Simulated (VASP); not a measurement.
A run of VASP 6.6.1 is set up as follows.

File INCAR:

```
PREC = Accurate
ENCUT = 520
EDIFF = 1E-7
ISMEAR = 0
SIGMA = 0.05
LREAL = F
LASPH = T
NELM = 150
ALGO = Normal
ISIF = 2
LWAVE = F
LCHARG = F
ISPIN = 2
MAGMOM = 0.05 0.05 0 0 0 0
LORBIT = 11
LMAXMIX = 4
GGA = PE
NBANDS = 39
```

File KPOINTS:

```
Automatic mesh
0
Gamma
  10 10 2
```

The input POSCAR:

```
WSe2
1.0
    3.3206726644      0.0000000000      0.0000000000
   -1.6603363322      2.8757868850      0.0000000000
    0.0000000000      0.0000000000     15.2692400593
W Se
2 4
Direct
    0.3333333333      0.6666666667      0.2500000000
    0.6666666667      0.3333333333      0.7630982288
    0.3333333333      0.6666666667      0.6400904823
    0.6666666667      0.3333333333      0.1400904823
    0.3333333333      0.6666666667      0.8599095177
    0.6666666667      0.3333333333      0.3599095177
```

Potentials or basis: VASP PAW PBE potentials, release 64 (W_sv, Se).

Run with:

```sh
$ cat potpaw_PBE.64/W_sv/POTCAR potpaw_PBE.64/Se/POTCAR > POTCAR
$ mpirun -np 1 vasp_std > vasp.out
```

Problem. What does it give for the pressure?

Solution. 1.6 GPa.

Problem. Predict the band gap on the k mesh.

Solution. 1.11 eV, indirect (least direct gap 1.63 eV).

Stress tensor (GPa, compression positive):
```
1.71 0.00 0.00
0.00 1.71 0.00
0.00 0.00 1.37
```

Caveat: the cell differs from its parent crystal (atom 2 (W) moved 0.2 Å along z); spin-orbit coupling is left out, which moves the levels of the heavy elements; this functional lacks dispersion, which binds the layers, so the pressure and a relaxed spacing across them are unreliable; forces of over 1 eV/Å act on the atoms, so gaps and moduli don't describe the material at rest. A k mesh can miss the band edges.
